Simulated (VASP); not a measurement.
A run of VASP 6.6.1:

The input INCAR:

```
ALGO     = Normal         # electronic algorithm
EDIFF    = 1E-6           # SCF threshold, eV
ENCUT    = 520            # plane-wave cutoff, eV
GGA      = CA             # functional
ISIF     = 2              # what is computed and relaxed
ISMEAR   = -1             # smearing method
LASPH    = True           # aspherical terms in the spheres
LCHARG   = False          # write CHGCAR
LREAL    = False          # projectors in reciprocal space
LWAVE    = False          # write WAVECAR
NBANDS   = 12             # bands
NELM     = 60             # most SCF steps
PREC     = Accurate       # precision mode
SIGMA    = 0.05           # smearing width, eV
```

File KPOINTS:

```
k-points
0
Gamma
  17 17 17
```

POSCAR

```
Sc
1.0
   -1.7833411122      1.7833411122      1.7833411122
    1.7833411122     -1.7833411122      1.7833411122
    1.7833411122      1.7833411122     -1.7833411122
Sc
1
Direct
    0.0000000000      0.0000000000      0.0000000000
```

Potentials or basis: VASP PAW LDA potentials, release 64 (Sc_sv).

The run is started by

```sh
$ cat potpaw_LDA.64/Sc_sv/POTCAR > POTCAR
$ mpirun -np 1 vasp_std > vasp.out
```

Hardware: 1 thread of AMD EPYC 7R13, on a shared host.

Task: Estimate the wall time of this run.

Result: Run time: 62 s on 1 thread of AMD EPYC 7R13 (shared host), peak memory 0.13 GiB. Counts: scf iterations 11, k points 165.
